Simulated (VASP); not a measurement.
# TaVN2 (P4/mmm) in VASP: a series of runs

TaVN2 is run at these levels: PBE, PBEsol; tasks: single point.

All numbers are computed with VASP 6.6.1; they aren't measurements. Logs are shortened: lines on timing, memory, paths and dates and some standing lists are left out, and cuts for length are marked.

**1. The cell of the first run**

The structure is tetragonal, space group P4/mmm (No. 123). Conventional cell: a = 3.090 Å, b = 3.090 Å, c = 4.353 Å, α = 90.00°, β = 90.00°, γ = 90.00°. Ta (site symmetry 4/mmm) has 6 N at 2.18 Å within 2.9 Å. Within 2.9 Å of V (site symmetry 4/mmm) lie 6 N at 2.18 Å. N (site symmetry 4/mmm) has 2 V at 2.18 Å and 4 Ta at 2.18 Å within 2.9 Å. Within 2.9 Å of N (site symmetry 4/mmm) lie 2 Ta at 2.18 Å and 4 V at 2.18 Å.

**2. Single point, PBE, collinear spin, ferromagnetic start**

INCAR reads:

```
SYSTEM = TaVN2
  ALGO = Normal
  EDIFF = 1E-7
  ENCUT = 520
  GGA = PE
  ISIF = 2
  ISMEAR = -1
  ISPIN = 2
  LASPH = .TRUE.
  LCHARG = .FALSE.
  LMAXMIX = 4
  LORBIT = 11
  LREAL = .FALSE.
  LWAVE = .FALSE.
  MAGMOM = 0 2 0 0
  NBANDS = 29
  NELM = 150
  PREC = Accurate
  SIGMA = 0.05
```

KPOINTS reads:

```
k-points
0
G
  9 9 6
  0 0 0
```

POSCAR reads:

```
TaVN2
1.0
    3.0900014315      0.0000000000      0.0000000000
    0.0000000000      3.0900014315      0.0000000000
    0.0000000000      0.0000000000      4.3525956147
Ta V N
1 1 2
Direct
    0.0000000000      0.0000000000      0.0000000000
    0.5000000000      0.5000000000      0.5000000000
    0.5000000000      0.5000000000      0.0000000000
    0.0000000000      0.0000000000      0.5000000000
```

Potentials or basis: VASP PAW PBE potentials, release 64 (Ta_pv, V_sv, N).

Started as:

```console
> cat potpaw_PBE.64/Ta_pv/POTCAR potpaw_PBE.64/V_sv/POTCAR potpaw_PBE.64/N/POTCAR > POTCAR
> mpirun -np 1 vasp_std > vasp.out
```

OUTCAR:

```text
SYSTEM = TaVN2
   EDIFF = 1E-7
   ENCUT = 520
   GGA = PE
   ISIF = 2
   ISMEAR = -1
   ISPIN = 2
   LASPH = .TRUE.
   LORBIT = 11
   LREAL = .FALSE.
   NELM = 150
   PREC = Accurate

 ion  position               nearest neighbor table
   1  0.000  0.000  0.000-   4 2.18   4 2.18   3 2.18   3 2.18   3 2.18   3 2.18   2 3.08   2 3.08
                             2 3.08   2 3.08   2 3.08   2 3.08   2 3.08   2 3.08
   2  0.500  0.500  0.500-   3 2.18   3 2.18   4 2.18   4 2.18   4 2.18   4 2.18   1 3.08   1 3.08
                             1 3.08   1 3.08   1 3.08   1 3.08   1 3.08   1 3.08
   3  0.500  0.500  0.000-   2 2.18   2 2.18   1 2.18   1 2.18   1 2.18   1 2.18
   4  0.000  0.000  0.500-   1 2.18   1 2.18   2 2.18   2 2.18   2 2.18   2 2.18

  LATTYP: Found a simple tetragonal cell.
 ALAT       =     3.0900014315
 C/A-ratio  =     1.4086063425

  Lattice vectors:

 A1 = (   3.0900014315,   0.0000000000,   0.0000000000)
 A2 = (   0.0000000000,   3.0900014315,   0.0000000000)
 A3 = (   0.0000000000,   0.0000000000,   4.3525956147)

Analysis of symmetry for initial positions (statically):
=====================================================================
 Subroutine PRICEL returns:
 Original cell was already a primitive cell.

 Routine SETGRP: Setting up the symmetry group for a
 simple tetragonal supercell.

 Subroutine GETGRP returns: Found 16 space group operations
 (whereof 16 operations were pure point group operations)
 out of a pool of 16 trial point group operations.

The static configuration has the point symmetry D_4h.

Analysis of symmetry for dynamics (positions and initial velocities):
=====================================================================
 Subroutine PRICEL returns:
 Original cell was already a primitive cell.

 Routine SETGRP: Setting up the symmetry group for a
 simple tetragonal supercell.

 Subroutine GETGRP returns: Found 16 space group operations
 (whereof 16 operations were pure point group operations)
 out of a pool of 16 trial point group operations.

The dynamic configuration has the point symmetry D_4h.

Analysis of structural, dynamic, and magnetic symmetry:
=====================================================================
 Subroutine PRICEL returns:
 Original cell was already a primitive cell.

 Routine SETGRP: Setting up the symmetry group for a
 simple tetragonal supercell.

 Subroutine GETGRP returns: Found 16 space group operations
 (whereof 16 operations were pure point group operations)
 out of a pool of 16 trial point group operations.

The overall configuration has the point symmetry D_4h.

 Subroutine INISYM returns: Found 16 space group operations
 (whereof 16 operations are pure point group operations),
 and found     1 'primitive' translations

----------------------------------------------------------------------------------------

                                     Primitive cell

  volume of cell :      41.5591

  direct lattice vectors                    reciprocal lattice vectors
     3.090001432  0.000000000  0.000000000     0.323624446  0.000000000  0.000000000
     0.000000000  3.090001432  0.000000000     0.000000000  0.323624446  0.000000000
     0.000000000  0.000000000  4.352595615     0.000000000  0.000000000  0.229747968

  length of vectors
     3.090001432  3.090001432  4.352595615     0.323624446  0.323624446  0.229747968

  position of ions in fractional coordinates (direct lattice)
     0.000000000  0.000000000  0.000000000
     0.500000000  0.500000000  0.500000000
     0.500000000  0.500000000  0.000000000
     0.000000000  0.000000000  0.500000000

  ion indices of the primitive-cell ions
   primitive index   ion index
                 1           1
                 2           2
                 3           3
                 4           4

----------------------------------------------------------------------------------------

 KPOINTS: k-points

Automatic generation of k-mesh.
 Grid dimensions read from file:
 generate k-points for:    9    9    6

 Generating k-lattice:

  Cartesian coordinates                     Fractional coordinates (reciprocal lattice)
     0.035958272  0.000000000  0.000000000     0.111111111  0.000000000  0.000000000
     0.000000000  0.035958272  0.000000000     0.000000000  0.111111111  0.000000000
     0.000000000  0.000000000  0.038291328     0.000000000  0.000000000  0.166666667

  Length of vectors
     0.035958272  0.035958272  0.038291328

  Shift w.r.t. Gamma in fractional coordinates (k-lattice)
     0.000000000  0.000000000  0.000000000

 Subroutine IBZKPT returns following result:
 ===========================================

 Found     60 irreducible k-points:

 Following reciprocal coordinates:
            Coordinates               Weight
  0.000000  0.000000  0.000000      1.000000
  0.111111  0.000000  0.000000      4.000000
  0.222222  0.000000  0.000000      4.000000
  0.333333  0.000000  0.000000      4.000000
  0.444444  0.000000  0.000000      4.000000
  0.111111  0.111111  0.000000      4.000000
[... 16 lines left out ...]
  0.333333  0.111111  0.166667     16.000000
  0.444444  0.111111  0.166667     16.000000
 [... further k-points ...]
   k-points           NKPTS =     60   k-points in BZ     NKDIM =     60   number of bands    NBANDS=     29
   number of dos      NEDOS =    301   number of ions     NIONS =      4
   total plane-waves  NPLWV =  18432
   dimension x,y,z NGX =    24 NGY =   24 NGZ =   32
   dimension x,y,z NGXF=    48 NGYF=   48 NGZF=   64
   ions per type =               1   1   2
   NGX,Y,Z   is equivalent  to a cutoff of  12.91, 12.91, 12.22 a.u.
   NGXF,Y,Z  is equivalent  to a cutoff of  25.82, 25.82, 24.44 a.u.
 SYSTEM =  TaVN2
   PREC   = accura    normal or accurate (medium, high low for compatibility)
   ISTART =      0    job   : 0-new  1-cont  2-samecut
   ICHARG =      2    charge: 1-file 2-atom 10-const
   ISPIN  =      2    spin polarized calculation?
   LNONCOLLINEAR =      F non collinear calculations
   LSORBIT =      F    spin-orbit coupling
   LASPH  =      T    aspherical Exc in radial PAW
   ENCUT  =  520.0 eV  38.22 Ry    6.18 a.u.   5.75  5.75  8.09*2*pi/ulx,y,z
   NELM   =    150;   NELMIN=  2; NELMDL= -5     # of ELM steps
   EDIFF  = 0.1E-06   stopping-criterion for ELM
   LREAL  =      F    real-space projection
   EDIFFG = 0.1E-05   stopping-criterion for IOM
   NSW    =      0    number of steps for IOM
   IBRION =     -1    ionic relax: 0-MD 1-quasi-New 2-CG
   NFREE  =      0    steps in history (QN), initial steepest desc. (CG)
   ISIF   =      2    stress and relaxation
   ISYM   =      2    0-nonsym 1-usesym 2-fastsym
   POTIM  = 0.5000    time-step for ionic-motion
   TEBEG  =    0.0;   TEEND  =   0.0 temperature during run
   PSTRESS=    0.0 pullay stress
   NELECT =      34.0000    total number of electrons
   NUPDOWN=      -1.0000    fix difference up-down
   EMIN   =  10.00;   EMAX   =-10.00  energy-range for DOS
   EFERMI =   0.00;   METHOD = LEGACY
   ISMEAR =    -1;   SIGMA  =   0.05  broadening in eV -4-tet -1-fermi 0-gaus
   EFERMI_NEDOS =   21; number of points for ismear=-14 and -15
   IALGO  =     38    algorithm
   IMIX   =      4    mixing-type and parameters
     AMIX     =   0.40;   BMIX     =  1.00
     AMIX_MAG =   1.60;   BMIX_MAG =  1.00
  volume/ion in A,a.u.               =      10.39        70.11
  Fermi-wavevector in a.u.,A,eV,Ry     =   1.531132  2.893420 31.897017  2.344365
  Thomas-Fermi vector in A             =   2.638519
   LORBIT       =     11    0 simple, 1 ext, 2 COOP (PROOUT), +10 PAW based schemes
   GGA     = PE    functional components
   LHFCALC =     F    Hartree Fock is set to
   AEXX    =    0.0000 exact exchange contribution
   IVDW    =     0    specifies the selected vdW correction
   LEPSILON=     F    determine dielectric tensor
   LRPA    =     F    only Hartree local field effects (RPA)
 spin polarized calculation
  energy-cutoff  :      520.00
  volume of cell :       41.56
 maximum number of plane-waves:      1138
 NGX is ok and might be reduce to    24
   NGX = 11   NGY = 11   NGZ = 17

 number of electron      34.0000012 magnetization       1.3258486

 Free energy of the ion-electron system (eV)
  ---------------------------------------------------
  ext. energy  EPLUGINS =         0.00000000
  ---------------------------------------------------
  free energy    TOTEN  =       -41.21278273 eV

  energy without entropy =      -41.19263996  energy(sigma->0) =      -41.20271135

 E-fermi :   9.6839     XC(G=0): -13.0854

 val. band max:        9.6819927691   @ k =   0.3333   0.2222   0.0000
 cond. band min:       9.6915940592   @ k =   0.2222   0.0000   0.5000
 fundamental gap:      0.0096012901
 Fermi energy:         9.6839080160

 spin component 1

 k-point     1 :       0.0000    0.0000    0.0000
  band No.  band energies     occupation
      1     -55.8534      1.00000
      2     -29.7246      1.00000
      3     -29.6788      1.00000
      4     -29.6788      1.00000
      5     -26.3808      1.00000
      6     -26.2363      1.00000
[... 21 lines left out ...]
     28      19.6749      0.00000
     29      21.0187      0.00000

 k-point     2 :       0.1111    0.0000    0.0000
  band No.  band energies     occupation
      1     -55.8521      1.00000
      2     -29.7218      1.00000
      3     -29.6952      1.00000
      4     -29.6766      1.00000
      5     -26.3775      1.00000
      6     -26.2947      1.00000
[... 21 lines left out ...]
     28      19.6710      0.00000
     29      21.4591      0.00000

 k-point     3 :       0.2222    0.0000    0.0000
  band No.  band energies     occupation
      1     -55.8488      1.00000
      2     -29.7364      1.00000
      3     -29.7147      1.00000
      4     -29.6712      1.00000
      5     -26.4397      1.00000
      6     -26.3691      1.00000
[... 638 lines left out ...]
      5     -26.5859      1.00000
      6     -26.3590      1.00000
[... 21 lines left out ...]
     28      20.3011      0.00000
     29      21.2534      0.00000

 k-point    24 :       0.4444    0.1111    0.1667
  band No.  band energies     occupation
      1     -55.8412      1.00000
      2     -29.8122      1.00000
      3     -29.7038      1.00000
      4     -29.6765      1.00000
      5     -26.6855      1.00000
      6     -26.3509      1.00000
[... 21 lines left out ...]
     28      20.3712      0.00000
     29      20.9046      0.00000

 [... further k-points ...]

 spin component 2

 k-point     1 :       0.0000    0.0000    0.0000
  band No.  band energies     occupation
      1     -54.5743      1.00000
      2     -28.4984      1.00000
      3     -28.4984      1.00000
      4     -28.3136      1.00000
      5     -26.4422      1.00000
      6     -26.2686      1.00000
[... 21 lines left out ...]
     28      19.8388      0.00000
     29      21.1125      0.00000

 k-point     2 :       0.1111    0.0000    0.0000
  band No.  band energies     occupation
      1     -54.5729      1.00000
      2     -28.5159      1.00000
      3     -28.4960      1.00000
      4     -28.3093      1.00000
      5     -26.4403      1.00000
      6     -26.3269      1.00000
[... 21 lines left out ...]
     28      19.8549      0.00000
     29      21.5641      0.00000

 k-point     3 :       0.2222    0.0000    0.0000
  band No.  band energies     occupation
      1     -54.5694      1.00000
      2     -28.5596      1.00000
      3     -28.4896      1.00000
      4     -28.2985      1.00000
      5     -26.4717      1.00000
      6     -26.4355      1.00000
[... 638 lines left out ...]
      5     -26.6154      1.00000
      6     -26.4287      1.00000
[... 21 lines left out ...]
     28      20.5779      0.00000
     29      21.5454      0.00000

 k-point    24 :       0.4444    0.1111    0.1667
  band No.  band energies     occupation
      1     -54.5614      1.00000
      2     -28.6416      1.00000
      3     -28.4947      1.00000
      4     -28.2838      1.00000
      5     -26.7138      1.00000
      6     -26.4223      1.00000
[... 21 lines left out ...]
     28      20.5648      0.00000
     29      21.3112      0.00000

 [... further k-points ...]

------------------------ aborting loop because EDIFF is reached ----------------------------------------

  FORCE on cell =-STRESS in cart. coord.  units (eV):
  Direction    XX          YY          ZZ          XY          YZ          ZX
  --------------------------------------------------------------------------------------
  -------------------------------------------------------------------------------------
  Total       -2.7415171     -2.7415171     -2.7913020      0.0000000     -0.0000000      0.0000000
  in kB     -105.6904778   -105.6904778   -107.6097779      0.0000000     -0.0000000      0.0000000
  external PRESSURE =    -106.3302445 kB  Pullay stress =       0.0000000 kB

 VOLUME and BASIS-vectors are now :
 -----------------------------------------------------------------------------
  energy-cutoff  :      520.00
  volume of cell :       41.56
      direct lattice vectors                 reciprocal lattice vectors
     3.090001432  0.000000000  0.000000000     0.323624446  0.000000000  0.000000000
     0.000000000  3.090001432  0.000000000     0.000000000  0.323624446  0.000000000
     0.000000000  0.000000000  4.352595615     0.000000000  0.000000000  0.229747968

 POSITION                                       TOTAL-FORCE (eV/Angst)
 -----------------------------------------------------------------------------------
      0.00000      0.00000      0.00000         0.000000      0.000000      0.000000
      1.54500      1.54500      2.17630         0.000000      0.000000      0.000000
      1.54500      1.54500      0.00000         0.000000      0.000000      0.000000
      0.00000      0.00000      2.17630         0.000000      0.000000      0.000000
 -----------------------------------------------------------------------------------
    total drift:                                0.000000     -0.000000     -0.000000

  FREE ENERGIE OF THE ION-ELECTRON SYSTEM (eV)
  ---------------------------------------------------
  free  energy   TOTEN  =       -41.2127827336 eV

  energy  without entropy=      -41.1926399613  energy(sigma->0) =      -41.20271135

 total charge

# of ion       s       p       d       tot
------------------------------------------
    1        0.290   6.240   2.323   8.853
    2        2.191   6.190   3.110  11.491
    3        1.231   2.519   0.000   3.750
    4        1.232   2.478   0.000   3.710
--------------------------------------------------
tot          4.944  17.426   5.433  27.804

 magnetization (x)

# of ion       s       p       d       tot
------------------------------------------
    1        0.002  -0.002  -0.069  -0.069
    2        0.009   0.008   1.254   1.271
    3        0.000   0.016   0.000   0.016
    4        0.000   0.015   0.000   0.016
--------------------------------------------------
tot          0.011   0.037   1.185   1.234
```

Wall time 3.3 min (1 thread of Intel Xeon 8259CL, shared host); peak memory 0.25 GiB.

What came out:

```
Free energy                                           : -41.2128 eV
Pressure                                              : -10.6 GPa
Net moment                                            : 1.33 μB per cell
Site moments                                          : Ta -0.07; V +1.27; N +0.02 μB
Valence electrons inside the program's atomic spheres : Ta 8.85; V 11.49; N 3.75, 3.71
```

Stress tensor (GPa, compression positive):
```
-10.57   0.00   0.00
  0.00 -10.57   0.00
  0.00   0.00 -10.76
```

Caveat: the cell stands under tension; spin-orbit coupling is left out, which moves the levels of the heavy elements. With open d or f shells a metallic result of PBE can be an artefact of self-interaction; +U or a hybrid may open a gap.

[end of part 1 of 2]
